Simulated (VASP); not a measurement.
# Pt (Fm-3m) in VASP: a series of runs

Runs on Pt. Level: PBE. Tasks: single point, relaxation of cell and atoms.

All numbers are computed with VASP 6.6.1; they aren't measurements. Logs are shortened: lines on timing, memory, paths and dates and some standing lists are left out, and cuts for length are marked.

## Step 1: The cell of the first run

The structure is cubic, space group Fm-3m (No. 225). The conventional cell has a = 3.970 Å, b = 3.970 Å, c = 3.970 Å, α = 90.00°, β = 90.00°, γ = 90.00°. Pt (site symmetry m-3m) has 12 Pt at 2.81 Å within 3.7 Å.

## Step 2: Single point, PBE

Contents of INCAR:

```
ALGO     = Fast           # electronic algorithm
EDIFF    = 1E-7           # SCF threshold, eV
ENCUT    = 520            # plane-wave cutoff, eV
GGA      = PE             # functional
ISIF     = 2              # what is computed and relaxed
ISMEAR   = 0              # smearing method
LASPH    = T              # aspherical terms in the spheres
LCHARG   = F              # write CHGCAR
LREAL    = F              # projectors in reciprocal space
LWAVE    = F              # write WAVECAR
NBANDS   = 11             # bands
NELM     = 60             # most SCF steps
PREC     = Accurate       # precision mode
SIGMA    = 0.1            # smearing width, eV
```

Contents of KPOINTS:

```
k-points
0
Gamma
  18 18 18
```

Contents of POSCAR:

```
Pt
1.0
    0.0000000000      1.9851153597      1.9851153597
    1.9851153597      0.0000000000      1.9851153597
    1.9851153597      1.9851153597      0.0000000000
Pt
1
Direct
    0.0000000000      0.0000000000      0.0000000000
```

Potentials or basis: VASP PAW PBE potentials, release 64 (Pt).

Launch:

```console
cat potpaw_PBE.64/Pt/POTCAR > POTCAR
mpirun -np 1 vasp_std > vasp.out
```

OUTCAR:

```text
EDIFF = 1E-7
   ENCUT = 520
   GGA = PE
   ISIF = 2
   ISMEAR = 0
   LASPH = T
   LREAL = F
   NELM = 60
   PREC = Accurate

 ion  position               nearest neighbor table
   1  0.000  0.000  0.000-

  LATTYP: Found a face centered cubic cell.
 ALAT       =     3.9702307194

  Lattice vectors:

 A1 = (   0.0000000000,   1.9851153597,   1.9851153597)
 A2 = (   1.9851153597,   0.0000000000,   1.9851153597)
 A3 = (   1.9851153597,   1.9851153597,   0.0000000000)

Analysis of symmetry for initial positions (statically):
=====================================================================
 Subroutine PRICEL returns:
 Original cell was already a primitive cell.

 Routine SETGRP: Setting up the symmetry group for a
 face centered cubic supercell.

 Subroutine GETGRP returns: Found 48 space group operations
 (whereof 48 operations were pure point group operations)
 out of a pool of 48 trial point group operations.

The static configuration has the point symmetry O_h .

Analysis of symmetry for dynamics (positions and initial velocities):
=====================================================================
 Subroutine PRICEL returns:
 Original cell was already a primitive cell.

 Routine SETGRP: Setting up the symmetry group for a
 face centered cubic supercell.

 Subroutine GETGRP returns: Found 48 space group operations
 (whereof 48 operations were pure point group operations)
 out of a pool of 48 trial point group operations.

The dynamic configuration has the point symmetry O_h .

 Subroutine INISYM returns: Found 48 space group operations
 (whereof 48 operations are pure point group operations),
 and found     1 'primitive' translations

----------------------------------------------------------------------------------------

                                     Primitive cell

  volume of cell :      15.6454

  direct lattice vectors                    reciprocal lattice vectors
     0.000000000  1.985115360  1.985115360    -0.251874531  0.251874531  0.251874531
     1.985115360  0.000000000  1.985115360     0.251874531 -0.251874531  0.251874531
     1.985115360  1.985115360  0.000000000     0.251874531  0.251874531 -0.251874531

  length of vectors
     2.807377065  2.807377065  2.807377065     0.436259485  0.436259485  0.436259485

  position of ions in fractional coordinates (direct lattice)
     0.000000000  0.000000000  0.000000000

  ion indices of the primitive-cell ions
   primitive index   ion index
[... 74 lines left out ...]
   LREAL  =      F    real-space projection
   EDIFFG = 0.1E-05   stopping-criterion for IOM
   NSW    =      0    number of steps for IOM
   IBRION =     -1    ionic relax: 0-MD 1-quasi-New 2-CG
   NFREE  =      0    steps in history (QN), initial steepest desc. (CG)
   ISIF   =      2    stress and relaxation
   ISYM   =      2    0-nonsym 1-usesym 2-fastsym
   POTIM  = 0.5000    time-step for ionic-motion
   TEBEG  =    0.0;   TEEND  =   0.0 temperature during run
   PSTRESS=    0.0 pullay stress
   NELECT =      10.0000    total number of electrons
   NUPDOWN=      -1.0000    fix difference up-down
   EMIN   =  10.00;   EMAX   =-10.00  energy-range for DOS
   EFERMI =   0.00;   METHOD = LEGACY
   ISMEAR =     0;   SIGMA  =   0.10  broadening in eV -4-tet -1-fermi 0-gaus
   EFERMI_NEDOS =   21; number of points for ismear=-14 and -15
   IALGO  =     68    algorithm
   IMIX   =      4    mixing-type and parameters
     AMIX     =   0.40;   BMIX     =  1.00
     AMIX_MAG =   1.60;   BMIX_MAG =  1.00
  volume/ion in A,a.u.               =      15.65       105.58
  Fermi-wavevector in a.u.,A,eV,Ry     =   1.410195  2.664882 27.057214  1.988649
  Thomas-Fermi vector in A             =   2.532173
   LORBIT       =      0    0 simple, 1 ext, 2 COOP (PROOUT), +10 PAW based schemes
   GGA     = PE    functional components
   LHFCALC =     F    Hartree Fock is set to
   AEXX    =    0.0000 exact exchange contribution
   IVDW    =     0    specifies the selected vdW correction
   LEPSILON=     F    determine dielectric tensor
   LRPA    =     F    only Hartree local field effects (RPA)
 non-spin polarized calculation
 RMM-DIIS sequential band-by-band and
 Gauss-broadening in eV      SIGMA  =   0.10
  energy-cutoff  :      520.00
  volume of cell :       15.65
 maximum number of plane-waves:       444
 NGX is ok and might be reduce to    24
   NGX = 11   NGY = 11   NGZ = 11

 number of electron      10.0000002 magnetization

 Free energy of the ion-electron system (eV)
  ---------------------------------------------------
  ext. energy  EPLUGINS =         0.00000000
  ---------------------------------------------------
  free energy    TOTEN  =        -6.10004439 eV

  energy without entropy =       -6.08876808  energy(sigma->0) =       -6.09440624

 E-fermi :  10.5717     XC(G=0): -13.2709

 val. band max:       10.5713887209   @ k =  -0.3333   0.3889   0.1111
 cond. band min:      10.5823001148   @ k =   0.4444   0.1111   0.0000
 fundamental gap:      0.0109113939
 Fermi energy:        10.5717257376

 k-point     1 :       0.0000    0.0000    0.0000
  band No.  band energies     occupation
      1       0.7629      2.00000
      2       7.0025      2.00000
      3       7.0025      2.00000
      4       7.0025      2.00000
      5       9.0299      2.00000
      6       9.0299      2.00000
      7      25.3079      0.00000
      8      30.0667      0.00000
      9      30.0667      0.00000
     10      30.0667      0.00000
     11      35.2785      0.00000
[... 309 lines left out ...]
 k-point    24 :      -0.2222    0.0556    0.0000
  band No.  band energies     occupation
      1       2.7496      2.00000
      2       6.5419      2.00000
      3       7.3748      2.00000
      4       7.4382      2.00000
      5       8.8546      2.00000
      6       9.4929      2.00000
      7      24.0500      0.00000
      8      27.0397      0.00000
      9      31.2525      0.00000
     10      32.7672      0.00000
     11      33.9703      0.00000

 [... further k-points ...]
[... 5 lines left out ...]
  --------------------------------------------------------------------------------------
  -------------------------------------------------------------------------------------
  Total       -0.0503147     -0.0503147     -0.0503147      0.0000000      0.0000000      0.0000000
  in kB       -5.1525070     -5.1525070     -5.1525070      0.0000000      0.0000000      0.0000000
  external PRESSURE =      -5.1525070 kB  Pullay stress =       0.0000000 kB

 VOLUME and BASIS-vectors are now :
 -----------------------------------------------------------------------------
  energy-cutoff  :      520.00
  volume of cell :       15.65
      direct lattice vectors                 reciprocal lattice vectors
     0.000000000  1.985115360  1.985115360    -0.251874531  0.251874531  0.251874531
     1.985115360  0.000000000  1.985115360     0.251874531 -0.251874531  0.251874531
     1.985115360  1.985115360  0.000000000     0.251874531  0.251874531 -0.251874531

 POSITION                                       TOTAL-FORCE (eV/Angst)
 -----------------------------------------------------------------------------------
      0.00000      0.00000      0.00000        -0.000000     -0.000000     -0.000000
 -----------------------------------------------------------------------------------
    total drift:                               -0.000000      0.000000     -0.000000

  FREE ENERGIE OF THE ION-ELECTRON SYSTEM (eV)
  ---------------------------------------------------
  free  energy   TOTEN  =        -6.1000443930 eV

  energy  without entropy=       -6.0887680783  energy(sigma->0) =       -6.09440624
```

OSZICAR:

```text
N       E                     dE             d eps       ncg     rms          rms(c)
DAV:   1     0.396350049776E+02    0.39635E+02   -0.53820E+03  4386   0.841E+02
DAV:   2    -0.585516871659E+01   -0.45490E+02   -0.43520E+02  4941   0.175E+02
DAV:   3    -0.648011806184E+01   -0.62495E+00   -0.61793E+00  4985   0.194E+01
DAV:   4    -0.648268419176E+01   -0.25661E-02   -0.25659E-02  4929   0.147E+00
DAV:   5    -0.648270559484E+01   -0.21403E-04   -0.21402E-04  5024   0.125E-01    0.116E+01
RMM:   6    -0.613722447623E+01    0.34548E+00   -0.36349E-01  4321   0.513E+00    0.613E+00
RMM:   7    -0.610311802252E+01    0.34106E-01   -0.66887E-02  4521   0.238E+00    0.247E+00
RMM:   8    -0.610041494669E+01    0.27031E-02   -0.82825E-03  4509   0.780E-01    0.623E-01
RMM:   9    -0.610002673915E+01    0.38821E-03   -0.97977E-04  4836   0.271E-01    0.385E-02
RMM:  10    -0.610004281604E+01   -0.16077E-04   -0.13998E-04  4973   0.894E-02    0.468E-02
RMM:  11    -0.610004388588E+01   -0.10698E-05   -0.13534E-05  5199   0.260E-02    0.902E-03
RMM:  12    -0.610004443040E+01   -0.54452E-06   -0.35350E-06  4983   0.132E-02    0.561E-03
RMM:  13    -0.610004424173E+01    0.18867E-06   -0.84404E-07  4357   0.605E-03    0.281E-03
RMM:  14    -0.610004438840E+01   -0.14667E-06   -0.20557E-07  3302   0.275E-03    0.436E-04
RMM:  15    -0.610004439298E+01   -0.45889E-08   -0.48992E-08  2596   0.143E-03
   1 F= -.61000444E+01 E0= -.60944062E+01  d E =-.112763E-01
```

Run time: 22 s. Hardware: 1 thread of Intel Xeon Platinum 8488C (Sapphire Rapids), shared host; peak memory 0.16 GiB.

Results:

| Item | Value |
| --- | --- |
| Free energy | -6.1000 eV |
| Pressure | -0.5 GPa |
| Band gap on the k mesh | zero (band 5 reaches 11.03 eV, above the bottom of band 6 at 8.94 eV) |

Caveat: spin-orbit coupling is left out, which moves the levels of the heavy elements.

## Step 3: Relaxation of cell and atoms, PBE

This run uses another cell than the first one, of 15.33 Å³/atom, 0.980 times its volume.

Contents of INCAR:

```
SYSTEM = Pt
PREC = Accurate
ENCUT = 600
EDIFF = 1E-6
ISMEAR = 0
SIGMA = 0.1
LREAL = .FALSE.
LASPH = .TRUE.
NELM = 80
ALGO = Normal
ISIF = 3
LWAVE = .FALSE.
LCHARG = .FALSE.
GGA = PE
IBRION = 2
NSW = 100
EDIFFG = -0.005
```

Contents of KPOINTS:

```
Automatic mesh
0
G
  18 18 18
  0 0 0
```

Contents of POSCAR:

```
Pt
1.0
    0.0000000000      1.9715751800      1.9715751800
    1.9715751800      0.0000000000      1.9715751800
    1.9715751800      1.9715751800      0.0000000000
Pt
1
Direct
    0.0000000000      0.0000000000      0.0000000000
```

Potentials or basis: VASP PAW PBE potentials, release 64 (Pt).

Launch:

```console
cat potpaw_PBE.64/Pt/POTCAR > POTCAR
mpirun -np 1 vasp_std > vasp.out
```

Run time: 54 s. Hardware: 1 thread of Intel Xeon Platinum 8488C (Sapphire Rapids), shared host; peak memory 0.18 GiB.

It converged, with:

| Property | Result |
| --- | --- |
| Free energy | -6.1002 eV |
| Relaxed volume | 15.62 Å³/atom |
| Relaxed cell | a = 2.806 Å, b = 2.806 Å, c = 2.806 Å, α = 60.00°, β = 60.00°, γ = 60.00° |
| Space group after relaxing (to 0.05 Å) | Fm-3m (No. 225) |
| Energy gained by relaxing | 4.3 meV/atom |
| Ionic steps | 4 |
| Pressure after relaxing | 0.0 GPa |
| Band gap on the k mesh | zero (band 5 reaches 11.06 eV, above the bottom of band 6 at 8.96 eV) |

Step by step:
| step | energy change (eV) | largest force (eV/Å) | pressure (GPa) | volume (Å³) |
| --- | --- | --- | --- | --- |
| 1 | 0.0000 | 0.0000 | 4.93 | 15.33 |
| 2 | 0.0230 | 0.0000 | -10.64 | 16.40 |
| 3 | -0.0043 | 0.0000 | -0.07 | 15.62 |
| 4 | -0.0043 | 0.0000 | 0.02 | 15.62 |

Final structure:
```cif
data_structure
_symmetry_space_group_name_H-M 'P 1'
_symmetry_Int_Tables_number 1
_cell_length_a 2.8057
_cell_length_b 2.8057
_cell_length_c 2.8057
_cell_angle_alpha 60.000
_cell_angle_beta 60.000
_cell_angle_gamma 60.000
_cell_volume 15.62
loop_
_atom_site_label
_atom_site_type_symbol
_atom_site_fract_x
_atom_site_fract_y
_atom_site_fract_z
_atom_site_occupancy
Pt1 Pt 0.00000 0.00000 0.00000 1
```

Levels at points of the mesh, in eV from the Fermi level:
| k point | band 1 | band 2 | band 3 | band 4 | band 5 | band 6 | band 7 | band 8 | band 9 |
| --- | --- | --- | --- | --- | --- | --- | --- | --- | --- |
| (0.00, 0.00, 0.00) | -9.83 | -3.58 | -3.58 | -3.58 | -1.55 | -1.55 | 14.73 | 19.50 | 19.50 |
| (0.50, 0.00, 0.00) | -6.97 | -3.64 | -3.64 | -0.33 | 0.03 | 0.03 | 5.58 | 14.29 | 18.74 |
| (0.50, 0.50, 0.00) | -6.70 | -6.26 | 0.00 | 0.45 | 0.45 | 1.85 | 8.51 | 11.28 | 11.28 |

Caveat: spin-orbit coupling is left out, which moves the levels of the heavy elements.
